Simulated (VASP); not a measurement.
Runs of VASP 6.6.1 on BN. The structure is that of space group F-43m (No. 216), or close to it. The cells are those of the table. 

| level | potentials or basis | cell | k mesh | cutoff (eV) | smearing | gap on the mesh (eV) | pressure (GPa) |
| --- | --- | --- | --- | --- | --- | --- | --- |
| PBE | VASP PAW PBE potentials, release 64 (N, B) | a = 2.564 Å, angles 60.0°, 2 atoms | 8 × 8 × 8 | 520 | fermi-dirac 0.05 eV | 3.94 | 0.8 |
| PBE | VASP PAW PBE potentials, release 64 (N, B) | a = 2.564 Å, angles 60.0°, 2 atoms | 6 × 6 × 6 | 600 | fermi-dirac 0.02 eV | 4.45 | -0.4 |
| RPBE | VASP PAW PBE potentials, release 64 (N, B) | a = 2.576 Å, angles 60.0°, 2 atoms | 13 × 13 × 13 | 520 | fermi-dirac 0.05 eV | (b) | (a) |
| LDA | VASP PAW LDA potentials, release 64 (N, B) | a = 2.532 Å, angles 60.0°, 2 atoms | 13 × 13 × 13 | 520 | fermi-dirac 0.05 eV | 4.45 | 0.8 |
| PBE | VASP PAW PBE potentials, release 64 (N, B) | a = 2.564 Å, angles 60.0°, 2 atoms | 8 × 8 × 8 | 520 | fermi-dirac 0.03 eV | 4.45 | -0.2 |

Alike in all rows: task single point; no spin polarisation.

Q: Estimate the missing entries.

A: (a) 0.3; (b) 4.54.

Caveats: some runs use coarse meshes; forces of over 1 eV/Å act on the atoms, so gaps and moduli don't describe the material at rest (some runs); the PAW data sets were made with another functional, which shifts forces and pressure a little (some runs).

A k mesh can miss the band edges.
